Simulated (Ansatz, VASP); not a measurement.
**Two plane-wave programs on CO**

```
C O
1.0
     5.63000    0.00000    0.00000
     0.00000    5.63000    0.00000
     0.00000    0.00000    5.63000
C O
4 4
Direct
  0.95800 0.95800 0.95800
  0.54200 0.04200 0.45800
  0.45800 0.54200 0.04200
  0.04200 0.45800 0.54200
  0.06700 0.06700 0.06700
  0.43300 0.93300 0.56700
  0.56700 0.43300 0.93300
  0.93300 0.56700 0.43300
```

Alike in both runs: task single point; functional r2SCAN; k mesh 3 × 3 × 3; occupations gaussian, width 0.025 eV; no spin polarisation.

|  | VASP | Ansatz |
| --- | --- | --- |
| version | VASP 6.6.1 | Ansatz 0.2.0 |
| potentials or method | VASP PAW PBE potentials, release 64 (C, O), cutoff 520 eV | PAW plane waves |
| valence electrons in the cell | 40 | 40 |

Ansatz gave:

| Item | Value |
| --- | --- |
| gap on the k mesh at the Fermi level (eV) | 7.10 |
| pressure (GPa) | 12.3 |
| rms of the force components (eV/Å) | 5.559 |

Question: Which values does VASP return?

Answer: gap on the k mesh at the Fermi level (eV): 7.14; pressure (GPa): 14.2; rms of the force components (eV/Å): 6.500.

VASP's potentials were made for PBE, not for r2SCAN. Atom by atom the forces differ by 0.941 eV/Å (rms over components).

Noted on VASP's run: the standard files for N, O and F lose accuracy on very short bonds.
